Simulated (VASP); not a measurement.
Write the native input for VASP 6.6.1 that does the following.

```yaml
Task: single point
Functional: PBE
Potentials_or_basis: VASP PAW PBE potentials, release 64 (Si, Se)
Cutoff: 520 eV
k_mesh: 6 × 6 × 6
Occupations: gaussian, width 0.2 eV
Spin: no spin polarisation
Dipole_correction: no
Further_INCAR_settings: ALGO = Normal; EDIFF = 1e-06; NBANDS = 20
```

The structure of Si3Se2 lies in POSCAR:

```
Si3Se2
1.0
   -1.8761195005      1.8761195005      8.9431918842
    1.8761195005     -1.8761195005      8.9431918842
    1.8761195005      1.8761195005     -8.9431918842
Si Se
3 2
Direct
    0.4225987553      0.9225987553      0.5000000000
    0.0774012447      0.5774012447      0.5000000000
    0.0000000000      0.0000000000      0.0000000000
    0.3426860763      0.3426860763      0.0000000000
    0.6573139237      0.6573139237      0.0000000000
```

One way to write it, as run:

INCAR

```
PREC     = Accurate       # precision mode
ENCUT    = 520            # plane-wave cutoff, eV
EDIFF    = 1E-6           # SCF threshold, eV
ISMEAR   = 0              # smearing method
SIGMA    = 0.2            # smearing width, eV
LREAL    = F              # projectors in reciprocal space
LASPH    = T              # aspherical terms in the spheres
NELM     = 100            # most SCF steps
ALGO     = Normal         # electronic algorithm
ISIF     = 2              # what is computed and relaxed
LWAVE    = F              # write WAVECAR
LCHARG   = T              # write CHGCAR
GGA      = PE             # functional
LELF     = T              # ELF
LVHAR    = T            
NBANDS   = 20             # bands
```

KPOINTS

```
Automatic mesh
0
Gamma
  6 6 6
```

Potentials or basis: VASP PAW PBE potentials, release 64 (Si, Se).

The run is started by

```sh
$ cat potpaw_PBE.64/Si/POTCAR potpaw_PBE.64/Se/POTCAR > POTCAR
$ mpirun -np 1 vasp_std > vasp.out
```

Results of the run:

```
Pressure               : 0.2 GPa
Largest force          : 0.088 eV/Å
Band gap on the k mesh : zero (filled and empty bands overlap)
```

Caveat: the k points lie up to 0.39 Å⁻¹ apart.

It took 5.7 min on 1 thread of AMD EPYC 7R43 64-Core Processor (Zen 3), on a shared host, peak memory 0.62 GiB.
